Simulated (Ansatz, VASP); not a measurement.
NiI3: VASP beside Ansatz

```xyz
4
Lattice="5.6371 0.0000 0.0000 0.0000 5.6371 0.0000 0.0000 0.0000 5.6371" Properties=species:S:1:pos:R:3 pbc="T T T"
Ni    0.0000    0.0000    0.0000
I     2.8185    0.0000    0.0000
I     0.0000    0.0000    2.8185
I     0.0000    2.8185    0.0000
```

Alike in both runs: task single point; functional LDA; k mesh 4 × 4 × 4; occupations gaussian, width 0.05 eV; collinear spin; Hubbard terms Ni d U = 5.0 eV.

|  | VASP | Ansatz |
| --- | --- | --- |
| version | VASP 6.6.1 | Ansatz 0.2.0 |
| potentials or method | VASP PAW LDA potentials, release 64 (Ni, I), cutoff 520 eV | scalar-relativistic, plane waves, PAW |
| valence electrons in the cell | 31 | 69 |

|  | VASP | Ansatz | Ansatz less VASP |
| --- | --- | --- | --- |
| gap on the k mesh at the Fermi level (eV) | none | none | - |
| pressure (GPa) | -3.9 | -4.0 | -0.02 |
| net moment per atom (μB) | 0.41 | 0.31 | -0.102 |
| size of the moment on the site where the two differ most (μB) | 1.47 | 1.38 | -0.083 |

The net moments are unlike, so the other rows may belong to different states. LDA's correlation is that of Perdew and Zunger in VASP and of Perdew and Wang (1992) in Ansatz. Site moments also hang on the region over which each program counts them. The programs project onto different local orbitals, so the same U acts differently, and such runs can settle in different states. A gap of «none» marks a metal or a gap that the smearing closes. VASP's potentials hold 31 valence electrons a cell and Ansatz's 69, so a difference there can come from the potentials and not from the codes. Ansatz's warnings: filled band counts differ across k points.

Spin-orbit coupling is off throughout.
